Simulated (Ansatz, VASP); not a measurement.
**RbBr in VASP and in Ansatz**

```
Rb Br
1.0
     0.00000    3.42222    3.42222
     3.42222    0.00000    3.42222
     3.42222    3.42222    0.00000
Rb Br
1 1
Cartesian
  0.0000 0.0000 0.0000
  3.4222 3.4222 3.4222
```

Alike in both runs: functional PBEsol; k mesh 6 × 6 × 6; no spin polarisation.

Ansatz relaxed the structure, and its values are those at the end. VASP's run is a single point on that final structure, the one shown.

|  | VASP | Ansatz |
| --- | --- | --- |
| version | VASP 6.6.1 | Ansatz 0.2.0 |
| potentials or method | VASP PAW PBE potentials, release 64 (Rb_sv, Br), cutoff 520 eV | scalar-relativistic, plane waves, PAW |
| occupations | gaussian, width 0.01 eV | fixed |
| valence electrons in the cell | 16 | 16 |

|  | VASP | Ansatz | Ansatz less VASP |
| --- | --- | --- | --- |
| gap on the k mesh at the Fermi level (eV) | 4.22 | 4.22 | +0.003 |
| least direct gap on the mesh (eV) | 4.22 | 4.22 | +0.003 |
| pressure (GPa) | 0.0 | 0.0 | -0.03 |

VASP's potentials were made for PBE, not for PBEsol.
